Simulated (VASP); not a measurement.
Here is a VASP 6.6.1 calculation.

The input INCAR:

```
SYSTEM = HRh6
PREC = Accurate
ENCUT = 520
EDIFF = 1E-6
ISMEAR = 0
SIGMA = 0.1
LREAL = .FALSE.
LASPH = .TRUE.
NELM = 60
ALGO = Normal
ISIF = 2
LWAVE = .FALSE.
LCHARG = .TRUE.
LDIPOL = .TRUE.
IDIPOL = 3
DIPOL = 0.5 0.5 0.299
GGA = PE
LELF = .TRUE.
LVHAR = .TRUE.
LVACPOTAV = .TRUE.
NBANDS = 104
```

Contents of KPOINTS:

```
regular mesh
0
G
  6 6 1
  0 0 0
```

The input POSCAR:

```
HRh6
1.0
    5.4165863251      0.0000000000      0.0000000000
   -2.7082931626      4.6909013593      0.0000000000
    0.0000000000      0.0000000000     22.2966119230
Rh H
12 2
Direct
    0.3333333333      0.1666666667      0.1793994538
    0.3333333333      0.6666666667      0.1793994538
    0.8333333333      0.1666666667      0.1793994538
    0.8333333333      0.6666666667      0.1793994538
    0.1666666667      0.3333333333      0.2757769167
    0.1666666667      0.8333333333      0.2757769167
    0.6666666667      0.3333333333      0.2757769167
    0.6666666667      0.8333333333      0.2757769167
    0.0000000000      0.0000000000      0.3721019118
    0.0000000000      0.5000000000      0.3721019118
    0.5000000000      0.0000000000      0.3721019118
    0.5000000000      0.5000000000      0.3721019118
    0.2100290039      0.4200580078      0.4353402192
    0.2899709961      0.5799419922      0.4353402192
```

Potentials or basis: VASP PAW PBE potentials, release 64 (Rh_pv, H).

Run with:

```sh
$ cat potpaw_PBE.64/Rh_pv/POTCAR potpaw_PBE.64/H/POTCAR > POTCAR
$ mpirun -np 1 vasp_std > vasp.out
```

Predict the largest force.

3.146 eV/Å.

Predict the band gap on the k mesh.

zero (bands 91 and 92 overlap by 0.81 eV).

Forces in eV/Å, atoms in the order of the input:
```
Rh  -0.027  0.034 -0.086
Rh   0.000 -0.047 -0.060
Rh   0.027  0.034 -0.086
Rh   0.000 -0.017 -0.008
Rh   0.000 -0.084 -0.225
Rh  -0.069  0.045 -0.135
Rh   0.000  0.127  0.413
Rh   0.069  0.045 -0.135
Rh   0.000 -0.274 -0.158
Rh  -0.297 -0.099  0.229
Rh   0.000  0.330 -0.163
Rh   0.297 -0.099  0.229
H    0.000 -3.140  0.078
H    0.000  3.144  0.106
```
